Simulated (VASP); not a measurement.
# Hf (Im-3m) in VASP: further runs

The runs below take Hf through relaxation of cell and atoms, with PBEsol.

Everything below comes from runs of VASP 6.6.1. Logs are shortened: lines on timing, memory, paths and dates and some standing lists are left out, and cuts for length are marked.

## Step 1: The cell of the first run

It takes space group Im-3m (No. 229, cubic). Conventional cell: a = 3.610 Å, b = 3.610 Å, c = 3.610 Å, α = 90.00°, β = 90.00°, γ = 90.00°. Within 4.1 Å of Hf (site symmetry m-3m) lie 14 Hf at 3.13 to 3.61 Å.

## Step 2: Relaxation of cell and atoms, PBEsol, target pressure 20 GPa, at which the enthalpy is minimised

File INCAR:

```
SYSTEM = Hf
PREC = Accurate
ENCUT = 500
EDIFF = 1E-7
ISMEAR = 1
SIGMA = 0.05
LREAL = .False.
LASPH = .True.
NELM = 120
ALGO = Normal
ISIF = 3
LWAVE = .False.
LCHARG = .False.
GGA = PS
IBRION = 2
NSW = 80
EDIFFG = -0.02
PSTRESS = 200.0
GGA_COMPAT = .False.
NELMIN = 4
```

File KPOINTS:

```
regular mesh
0
Gamma
  7 7 7
  0 0 0
```

File POSCAR:

```
Hf
1.0
   -1.8050000000      1.8050000000      1.8050000000
    1.8050000000     -1.8050000000      1.8050000000
    1.8050000000      1.8050000000     -1.8050000000
Hf
1
Direct
    0.0000000000      0.0000000000      0.0000000000
```

Potentials or basis: VASP PAW PBE potentials, release 64 (Hf_pv).

Started as:

```console
$ cat potpaw_PBE.64/Hf_pv/POTCAR > POTCAR
$ mpirun -np 1 vasp_std > vasp.out
```

OUTCAR:

```text
SYSTEM = Hf
   PREC = Accurate
   ENCUT = 500
   EDIFF = 1E-7
   ISMEAR = 1
   LREAL = .False.
   LASPH = .True.
   NELM = 120
   ISIF = 3
   GGA = PS
   IBRION = 2
   NSW = 80
   EDIFFG = -0.02
   PSTRESS = 200.0
   NELMIN = 4

 ion  position               nearest neighbor table
   1  0.000  0.000  0.000-

  LATTYP: Found a body centered cubic cell.
 ALAT       =     3.6100000000

  Lattice vectors:

 A1 = (  -1.8050000000,   1.8050000000,   1.8050000000)
 A2 = (   1.8050000000,  -1.8050000000,   1.8050000000)
 A3 = (   1.8050000000,   1.8050000000,  -1.8050000000)

Analysis of symmetry for initial positions (statically):
=====================================================================
 Subroutine PRICEL returns:
 Original cell was already a primitive cell.

 Routine SETGRP: Setting up the symmetry group for a
 body centered cubic supercell.

 Subroutine GETGRP returns: Found 48 space group operations
 (whereof 48 operations were pure point group operations)
 out of a pool of 48 trial point group operations.

The static configuration has the point symmetry O_h .

Analysis of symmetry for dynamics (positions and initial velocities):
=====================================================================
 Subroutine PRICEL returns:
 Original cell was already a primitive cell.

 Routine SETGRP: Setting up the symmetry group for a
 body centered cubic supercell.

 Subroutine GETGRP returns: Found 48 space group operations
 (whereof 48 operations were pure point group operations)
 out of a pool of 48 trial point group operations.

The dynamic configuration has the point symmetry O_h .

 Subroutine INISYM returns: Found 48 space group operations
 (whereof 48 operations are pure point group operations),
 and found     1 'primitive' translations

----------------------------------------------------------------------------------------

                                     Primitive cell

  volume of cell :      23.5229

  direct lattice vectors                    reciprocal lattice vectors
    -1.805000000  1.805000000  1.805000000     0.000000000  0.277008310  0.277008310
     1.805000000 -1.805000000  1.805000000     0.277008310  0.000000000  0.277008310
     1.805000000  1.805000000 -1.805000000     0.277008310  0.277008310  0.000000000

  length of vectors
     3.126351708  3.126351708  3.126351708     0.391748909  0.391748909  0.391748909

  position of ions in fractional coordinates (direct lattice)
     0.000000000  0.000000000  0.000000000

  ion indices of the primitive-cell ions
   primitive index   ion index
                 1           1

----------------------------------------------------------------------------------------

 KPOINTS: regular mesh

Automatic generation of k-mesh.
 Grid dimensions read from file:
 generate k-points for:    7    7    7

 Generating k-lattice:

  Cartesian coordinates                     Fractional coordinates (reciprocal lattice)
     0.000000000  0.039572616  0.039572616     0.142857143  0.000000000  0.000000000
     0.039572616  0.000000000  0.039572616     0.000000000  0.142857143  0.000000000
     0.039572616  0.039572616  0.000000000     0.000000000  0.000000000  0.142857143

  Length of vectors
     0.055964130  0.055964130  0.055964130

  Shift w.r.t. Gamma in fractional coordinates (k-lattice)
     0.000000000  0.000000000  0.000000000

 Subroutine IBZKPT returns following result:
 ===========================================

 Found     20 irreducible k-points:

 Following reciprocal coordinates:
            Coordinates               Weight
  0.000000  0.000000  0.000000      1.000000
  0.142857  0.000000  0.000000     12.000000
  0.285714  0.000000  0.000000     12.000000
  0.428571  0.000000  0.000000     12.000000
  0.142857  0.142857  0.000000     24.000000
  0.285714  0.142857  0.000000     48.000000
[... 12 lines left out ...]
 -0.428571 -0.428571  0.285714      8.000000
 -0.428571  0.428571  0.428571      6.000000
   k-points           NKPTS =     20   k-points in BZ     NKDIM =     20   number of bands    NBANDS=      9
   number of dos      NEDOS =    301   number of ions     NIONS =      1
   total plane-waves  NPLWV =  13824
   dimension x,y,z NGX =    24 NGY =   24 NGZ =   24
   dimension x,y,z NGXF=    48 NGYF=   48 NGZF=   48
   ions per type =               1
   NGX,Y,Z   is equivalent  to a cutoff of  12.76, 12.76, 12.76 a.u.
   NGXF,Y,Z  is equivalent  to a cutoff of  25.52, 25.52, 25.52 a.u.
 SYSTEM =  Hf
   PREC   = accura    normal or accurate (medium, high low for compatibility)
   ISTART =      0    job   : 0-new  1-cont  2-samecut
   ICHARG =      2    charge: 1-file 2-atom 10-const
   ISPIN  =      1    spin polarized calculation?
   LNONCOLLINEAR =      F non collinear calculations
   LSORBIT =      F    spin-orbit coupling
   LASPH  =      T    aspherical Exc in radial PAW
   ENCUT  =  500.0 eV  36.75 Ry    6.06 a.u.   5.70  5.70  5.70*2*pi/ulx,y,z
   NELM   =    120;   NELMIN=  4; NELMDL= -5     # of ELM steps
   EDIFF  = 0.1E-06   stopping-criterion for ELM
   LREAL  =      F    real-space projection
   EDIFFG = -.2E-01   stopping-criterion for IOM
   NSW    =     80    number of steps for IOM
   IBRION =      2    ionic relax: 0-MD 1-quasi-New 2-CG
   NFREE  =      1    steps in history (QN), initial steepest desc. (CG)
   ISIF   =      3    stress and relaxation
   ISYM   =      2    0-nonsym 1-usesym 2-fastsym
   POTIM  = 0.5000    time-step for ionic-motion
   TEBEG  =    0.0;   TEEND  =   0.0 temperature during run
   PSTRESS=  200.0 pullay stress
   NELECT =      10.0000    total number of electrons
   NUPDOWN=      -1.0000    fix difference up-down
   EMIN   =  10.00;   EMAX   =-10.00  energy-range for DOS
   EFERMI =   0.00;   METHOD = LEGACY
   ISMEAR =     1;   SIGMA  =   0.05  broadening in eV -4-tet -1-fermi 0-gaus
   EFERMI_NEDOS =   21; number of points for ismear=-14 and -15
   IALGO  =     38    algorithm
   IMIX   =      4    mixing-type and parameters
     AMIX     =   0.40;   BMIX     =  1.00
     AMIX_MAG =   1.60;   BMIX_MAG =  1.00
  volume/ion in A,a.u.               =      23.52       158.74
  Fermi-wavevector in a.u.,A,eV,Ry     =   1.230961  2.326179 20.616432  1.515265
  Thomas-Fermi vector in A             =   2.365789
   LORBIT       =      0    0 simple, 1 ext, 2 COOP (PROOUT), +10 PAW based schemes
   GGA     = PS    functional components
   LHFCALC =     F    Hartree Fock is set to
   AEXX    =    0.0000 exact exchange contribution
   IVDW    =     0    specifies the selected vdW correction
   LEPSILON=     F    determine dielectric tensor
   LRPA    =     F    only Hartree local field effects (RPA)
 conjugate gradient relaxation of ions
 non-spin polarized calculation
 Methfessel and Paxton  Order N= 1 SIGMA  =   0.05
  energy-cutoff  :      500.00
  volume of cell :       23.52
 maximum number of plane-waves:       607
   NGX = 11   NGY = 11   NGZ = 11

--------------------------------------- Ionic step        1  -------------------------------------------

 number of electron      10.0000001 magnetization

 Free energy of the ion-electron system (eV)
  ---------------------------------------------------
  ext. energy  EPLUGINS =         0.00000000
  ---------------------------------------------------
  free energy    TOTEN  =       -10.25611566 eV

  energy without entropy =      -10.25457330  energy(sigma->0) =      -10.25560154

------------------------ aborting loop because EDIFF is reached ----------------------------------------

  FORCE on cell =-STRESS in cart. coord.  units (eV):
  Direction    XX          YY          ZZ          XY          YZ          ZX
  --------------------------------------------------------------------------------------
  -------------------------------------------------------------------------------------
  Total       -1.2280779     -1.2280779     -1.2280779     -0.0000000     -0.0000000      0.0000000
  in kB      -83.6459428    -83.6459428    -83.6459428     -0.0000000     -0.0000000      0.0000000
  external PRESSURE =    -283.6459428 kB  Pullay stress =     200.0000000 kB

 VOLUME and BASIS-vectors are now :
 -----------------------------------------------------------------------------
  energy-cutoff  :      500.00
  volume of cell :       23.52
      direct lattice vectors                 reciprocal lattice vectors
    -1.805000000  1.805000000  1.805000000     0.000000000  0.277008310  0.277008310
     1.805000000 -1.805000000  1.805000000     0.277008310  0.000000000  0.277008310
     1.805000000  1.805000000 -1.805000000     0.277008310  0.277008310  0.000000000
[... 192 lines left out ...]
  FREE ENERGIE OF THE ION-ELECTRON SYSTEM (eV)
  ---------------------------------------------------
  free  energy   TOTEN  =       -10.1089446801 eV

  energy  without entropy=      -10.1089565559  energy(sigma->0) =      -10.10894864

  enthalpy is  TOTEN    =        -7.8136527808 eV   P V=        2.2952918993

--------------------------------------- Ionic step        7  -------------------------------------------

 number of electron       9.9999999 magnetization

 Free energy of the ion-electron system (eV)
  ---------------------------------------------------
  ext. energy  EPLUGINS =         0.00000000
  ---------------------------------------------------
  free energy    TOTEN  =       -10.10156268 eV

  energy without entropy =      -10.10148695  energy(sigma->0) =      -10.10153744

 E-fermi :   5.8912     XC(G=0): -12.3355

 val. band max:        5.8657579202   @ k =   0.2857   0.2857   0.0000
 cond. band min:       5.9046185665   @ k =  -0.4286   0.4286   0.1429
 fundamental gap:      0.0388606463
 Fermi energy:         5.8912050207

 k-point     1 :       0.0000    0.0000    0.0000
  band No.  band energies     occupation
      1     -23.1653      2.00000
      2     -23.1653      2.00000
      3     -23.1653      2.00000
      4      -1.7979      2.00000
      5       7.4659      0.00000
      6       7.4659      0.00000
      7       7.4659      0.00000
      8      10.8804      0.00000
      9      10.8804      0.00000

 k-point     2 :       0.1429    0.0000    0.0000
  band No.  band energies     occupation
      1     -23.4894      2.00000
      2     -23.2610      2.00000
      3     -23.1683      2.00000
      4      -0.8742      2.00000
      5       6.8412     -0.00000
      6       7.1034      0.00000
      7       8.4154      0.00000
      8      10.1599      0.00000
      9      10.8775      0.00000
[... 236 lines left out ...]
 POSITION                                       TOTAL-FORCE (eV/Angst)
 -----------------------------------------------------------------------------------
      0.00000      0.00000     -0.00000        -0.000000      0.000000     -0.000000
 -----------------------------------------------------------------------------------
    total drift:                               -0.000000      0.000000      0.000000

  FREE ENERGIE OF THE ION-ELECTRON SYSTEM (eV)
  ---------------------------------------------------
  free  energy   TOTEN  =       -10.1015626847 eV

  energy  without entropy=      -10.1014869496  energy(sigma->0) =      -10.10153744

  enthalpy is  TOTEN    =        -7.8137723616 eV   P V=        2.2877903231

 reached required accuracy - stopping structural energy minimisation
```

Wall time 10 s (1 thread of Intel Xeon 6975P-C (Granite Rapids), shared host); peak memory 0.15 GiB.

Results:

```yaml
Free_energy: -10.1016 eV
Relaxed_volume: 18.33 Å³/atom
Relaxed_cell: a = 2.877 Å, b = 2.877 Å, c = 2.877 Å, α = 109.47°, β = 109.47°, γ = 109.47°
Space_group_after_relaxing_to_0.05_Å: Im-3m (No. 229)
Energy_change_on_relaxing_the_enthalpy_is_what_falls: +154.6 meV/atom
Ionic_steps: 7
Pressure_after_relaxing: 20.0 GPa
Band_gap_on_the_k_mesh: zero (band 5 reaches 7.47 eV, above the bottom of band 6 at 5.17 eV)
```

Step by step:
```
step  energy change (eV)  largest force (eV/Å)  pressure (GPa)  volume (Å³)
   1              0.0000                0.0000           -8.36        23.52
   2              2.8903                0.0000          163.81        12.00
   3              0.1064                0.0000           16.25        18.76
   4              0.1392                0.0000           18.66        18.45
   5              0.1588                0.0000           20.35        18.29
   6              0.1472                0.0000           19.37        18.39
   7              0.1546                0.0000           20.01        18.33
```

Final structure:
```xyz
1
Lattice="-1.6609 1.6609 1.6609 1.6609 -1.6609 1.6609 1.6609 1.6609 -1.6609" Properties=species:S:1:pos:R:3 pbc="T T T"
Hf    0.0000    0.0000    0.0000
```

Caveat: the cell is relaxed towards a set pressure, so the enthalpy falls and the energy may rise; the volume moved by over 15 % at a fixed basis, so the end points are rough; the PAW data sets were made with another functional, which shifts forces and pressure a little; spin-orbit coupling is left out, which moves the levels of the heavy elements.

## Step 3: Relaxation of cell and atoms, PBEsol, target pressure 40 GPa, at which the enthalpy is minimised

File INCAR:

```
SYSTEM = Hf
PREC = Accurate
ENCUT = 500
EDIFF = 1E-7
ISMEAR = 1
SIGMA = 0.05
LREAL = .FALSE.
LASPH = .TRUE.
NELM = 120
ALGO = Normal
ISIF = 3
LWAVE = .FALSE.
LCHARG = .FALSE.
GGA = PS
IBRION = 2
NSW = 80
EDIFFG = -0.02
PSTRESS = 400.0
GGA_COMPAT = .FALSE.
NELMIN = 4
```

File KPOINTS:

```
Automatic mesh
0
G
  7 7 7
  0 0 0
```

POSCAR is that of step 2.

Potentials or basis: VASP PAW PBE potentials, release 64 (Hf_pv).

Started as:

```console
$ cat potpaw_PBE.64/Hf_pv/POTCAR > POTCAR
$ mpirun -np 1 vasp_std > vasp.out
```

Run time: 12 s. Hardware: 1 thread of Intel Xeon 6975P-C (Granite Rapids), shared host; peak memory 0.16 GiB.

The run converged. Its results:

| Property | Result |
| --- | --- |
| Free energy | -9.7516 eV |
| Relaxed volume | 16.36 Å³/atom |
| Relaxed cell | a = 2.770 Å, b = 2.770 Å, c = 2.770 Å, α = 109.47°, β = 109.47°, γ = 109.47° |
| Space group after relaxing (to 0.05 Å) | Im-3m (No. 229) |
| Energy change on relaxing (the enthalpy is what falls) | +504.6 meV/atom |
| Ionic steps | 7 |
| Pressure after relaxing | 40.0 GPa |
| Band gap on the k mesh | zero (band 5 reaches 8.41 eV, above the bottom of band 6 at 5.88 eV) |

The path:
```tsv
step	energy change (eV)	largest force (eV/Å)	pressure (GPa)	volume (Å³)
1	0.0000	0.0000	-8.36	23.52
2	18.7189	0.0000	1183.43	6.68
3	-0.0270	0.0000	7.13	20.53
4	0.0820	0.0000	15.09	19.01
5	0.6258	0.0000	47.18	15.91
6	0.4738	0.0000	38.06	16.49
7	0.5046	0.0000	39.96	16.36
```

Final structure:
```
Hf
1.0
    -1.59920    1.59920    1.59920
     1.59920   -1.59920    1.59920
     1.59920    1.59920   -1.59920
Hf
1
Cartesian
  0.0000 0.0000 0.0000
```

Levels at points of the mesh, in eV from the Fermi level:
```tsv
k point	band 3	band 4	band 5	band 6	band 7	band 8
(0.00, 0.00, 0.00)	-28.60	-7.96	1.61	1.61	1.61	5.40
```

Caveat: the cell is relaxed towards a set pressure, so the enthalpy falls and the energy may rise; the volume moved by over 15 % at a fixed basis, so the end points are rough; the PAW data sets were made with another functional, which shifts forces and pressure a little; spin-orbit coupling is left out, which moves the levels of the heavy elements.

## Step 4: Relaxation of cell and atoms, PBEsol, target pressure 60 GPa, at which the enthalpy is minimised

File INCAR:

```
ALGO     = Normal         # electronic algorithm
EDIFF    = 1E-7           # SCF threshold, eV
EDIFFG   = -0.02          # ionic threshold
ENCUT    = 500            # plane-wave cutoff, eV
GGA      = PS             # functional
GGA_COMPAT= False        
IBRION   = 2              # ionic algorithm
ISIF     = 3              # what is computed and relaxed
ISMEAR   = 1              # smearing method
LASPH    = True           # aspherical terms in the spheres
LCHARG   = False          # write CHGCAR
LREAL    = False          # projectors in reciprocal space
LWAVE    = False          # write WAVECAR
NELM     = 120            # most SCF steps
NELMIN   = 4            
NSW      = 80             # ionic steps
PREC     = Accurate       # precision mode
PSTRESS  = 600.0        
SIGMA    = 0.05           # smearing width, eV
```

File KPOINTS:

```
k-points
0
Gamma
  7 7 7
```

POSCAR is that of step 3.

Started as:

```console
$ cat potpaw_PBE.64/Hf_pv/POTCAR > POTCAR
$ mpirun -np 1 vasp_std > vasp.out
```

Run time: 12 s. Hardware: 1 thread of Intel Xeon 6975P-C (Granite Rapids), shared host; peak memory 0.19 GiB.

It converged, with:

| Property | Result |
| --- | --- |
| Free energy | -9.3708 eV |
| Relaxed volume | 15.14 Å³/atom |
| Relaxed cell | a = 2.699 Å, b = 2.699 Å, c = 2.699 Å, α = 109.47°, β = 109.47°, γ = 109.47° |
| Space group after relaxing (to 0.05 Å) | Im-3m (No. 229) |
| Energy change on relaxing (the enthalpy is what falls) | +885.3 meV/atom |
| Ionic steps | 6 |
| Pressure after relaxing | 60.0 GPa |
| Band gap on the k mesh | zero (band 5 reaches 9.05 eV, above the bottom of band 6 at 6.38 eV) |

The path:
| step | energy change (eV) | largest force (eV/Å) | pressure (GPa) | volume (Å³) |
| --- | --- | --- | --- | --- |
| 1 | 0.0000 | 0.0000 | -8.36 | 23.52 |
| 2 | 109.7556 | 0.0000 | 11397.18 | 3.23 |
| 3 | -0.0485 | 0.0000 | -2.36 | 22.11 |
| 4 | -0.0434 | 0.0000 | 4.16 | 20.99 |
| 5 | 0.7547 | 0.0000 | 54.65 | 15.51 |
| 6 | 0.8853 | 0.0000 | 60.01 | 15.14 |

Final structure:
```
Hf
1.0
    -1.55855    1.55855    1.55855
     1.55855   -1.55855    1.55855
     1.55855    1.55855   -1.55855
Hf
1
Direct
  0.00000 0.00000 0.00000
```

Levels at points of the mesh, in eV from the Fermi level:
```tsv
k point	band 3	band 4	band 5	band 6	band 7	band 8
(0.00, 0.00, 0.00)	-28.21	-7.99	1.70	1.70	1.70	5.77
```

Caveat: the cell is relaxed towards a set pressure, so the enthalpy falls and the energy may rise; the volume moved by over 15 % at a fixed basis, so the end points are rough; the PAW data sets were made with another functional, which shifts forces and pressure a little; spin-orbit coupling is left out, which moves the levels of the heavy elements.

## Step 5: The runs side by side

| cell | gap on the mesh (eV) | pressure (GPa) |
| --- | --- | --- |
| relaxed to 20 GPa | none | 20.0 |
| relaxed to 40 GPa | none | 40.0 |
| relaxed to 60 GPa | none | 60.0 |

Alike in all rows: task relaxation of cell and atoms; level PBEsol; potentials or basis VASP PAW PBE potentials, release 64 (Hf_pv); no spin polarisation; k mesh 7 × 7 × 7; cutoff (eV) 500; smearing methfessel-paxton 0.05 eV.

Caveats: the cell is relaxed towards a set pressure, so the enthalpy falls and the energy may rise; the volume moved by over 15 % at a fixed basis, so the end points are rough; the PAW data sets were made with another functional, which shifts forces and pressure a little; spin-orbit coupling is left out, which moves the levels of the heavy elements.

Total energies depend on the potentials used, so only differences within one code and one set of settings carry meaning.
